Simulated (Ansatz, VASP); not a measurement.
**LiF: VASP beside Ansatz**

```
CELL_PARAMETERS angstrom
2.55953 0.00000 0.00000
0.00000 2.55953 0.00000
0.00000 0.00000 2.55953
ATOMIC_POSITIONS crystal
F 0.50000 0.50000 0.50000
Li 0.00000 0.00000 0.00000
```

Alike in both runs: task single point; functional PBE; k mesh 10 × 10 × 10; occupations fermi-dirac, width 0.05 eV; no spin polarisation.

|  | VASP | Ansatz |
| --- | --- | --- |
| version | VASP 6.6.1 | Ansatz 0.2.0 |
| potentials or method | VASP PAW PBE potentials, release 64 (F, Li_sv) | Ansatz PAW |
| plane-wave cutoff (eV) | 750 | 420 |
| valence electrons in the cell | 10 | 10 |

Ansatz gave:

```
gap on the k mesh at the Fermi level (eV) : 7.50
least direct gap on the mesh (eV)         : 8.17
pressure (GPa)                            : 0.0
```

Problem. Which values does VASP return?

Solution. gap on the k mesh at the Fermi level (eV): 7.50; least direct gap on the mesh (eV): 8.17; pressure (GPa): -0.5.

With one functional, cell and mesh, what is left measures potentials, basis and numerics.
